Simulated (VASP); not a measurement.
Set up this calculation in VASP 6.6.1, as the native input.

```
Task                   : single point
Functional             : PBE
Potentials or basis    : VASP PAW PBE potentials, release 64 (Rb_sv)
Cutoff                 : 520 eV
k mesh                 : 10 × 10 × 10
Occupations            : fermi-dirac, width 0.08 eV
Spin                   : no spin polarisation
Dipole correction      : no
Further INCAR settings : ALGO = Normal; EDIFF = 1e-06; NBANDS = 10
```

The structure of Rb lies in POSCAR:

```
Rb
1.0
   -2.8406190482      2.8406190482      2.8406190482
    2.8406190482     -2.8406190482      2.8406190482
    2.8406190482      2.8406190482     -2.8406190482
Rb
1
Direct
    0.0000000000      0.0000000000      0.0000000000
```

The input as run:

INCAR

```
SYSTEM = Rb
ALGO     = Normal         ! electronic algorithm
EDIFF    = 1E-6           ! SCF threshold, eV
ENCUT    = 520            ! plane-wave cutoff, eV
GGA      = PE             ! functional
ISIF     = 2              ! what is computed and relaxed
ISMEAR   = -1             ! smearing method
LASPH    = .True.         ! aspherical terms in the spheres
LCHARG   = .True.         ! write CHGCAR
LELF     = .True.         ! ELF
LREAL    = .False.        ! projectors in reciprocal space
LVHAR    = .True.       
LWAVE    = .False.        ! write WAVECAR
NBANDS   = 10             ! bands
NELM     = 60             ! most SCF steps
PREC     = Accurate       ! precision mode
SIGMA    = 0.08           ! smearing width, eV
```

KPOINTS

```
k-points
0
Gamma
  10 10 10
  0 0 0
```

Potentials or basis: VASP PAW PBE potentials, release 64 (Rb_sv).

Command:

```sh
$ cat potpaw_PBE.64/Rb_sv/POTCAR > POTCAR
$ mpirun -np 1 vasp_std > vasp.out
```

Results of the run:

The pressure is 0.0 GPa and the band gap on the k mesh is zero (an odd number of electrons rules out a gap without spin polarisation).

It took 16 s on 1 thread of Intel(R) Xeon(R) 6975P-C (Granite Rapids) (shared host), peak memory 0.24 GiB.
